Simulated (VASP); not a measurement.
Runs of VASP 6.6.1 on TePb (rocksalt type). The structure is that of space group Fm-3m (No. 225), or close to it. The cells are those of the table. 

| cell | gap on the mesh (eV) | pressure (GPa) |
| --- | --- | --- |
| a = 3.888 Å, angles 60.0°, 2 atoms | none | 59.3 |
| a = 4.512 Å, angles 60.0°, 2 atoms | 0.55 | 0.1 |
| a = 4.044 Å, angles 60.0°, 2 atoms | (c) | (a) |
| a = 3.697 Å, angles 60.0°, 2 atoms | none | 111.5 |
| a = 4.324 Å, angles 60.0°, 2 atoms | 0.21 | (b) |

Alike in all rows: task single point; level LDA; potentials or basis VASP PAW LDA potentials, release 64 (Pb_d, Te); no spin polarisation; k mesh 12 × 12 × 12; smearing fermi-dirac 0.08 eV.

**Question.** Fill in the values left out.

**Answer.** (a) 33.7; (b) 8.4; (c) 0.07.

Caveats: spin-orbit coupling is left out, which moves the levels of the heavy elements; the cell stands under pressure (at least some runs); semilocal functionals underestimate gaps, so a narrow gap can read as zero (at least some runs).

A k mesh can miss the band edges, and the runs leave out spin-orbit coupling on Pb, Te.

A gap of «none» marks levels without a gap at the run's occupations.
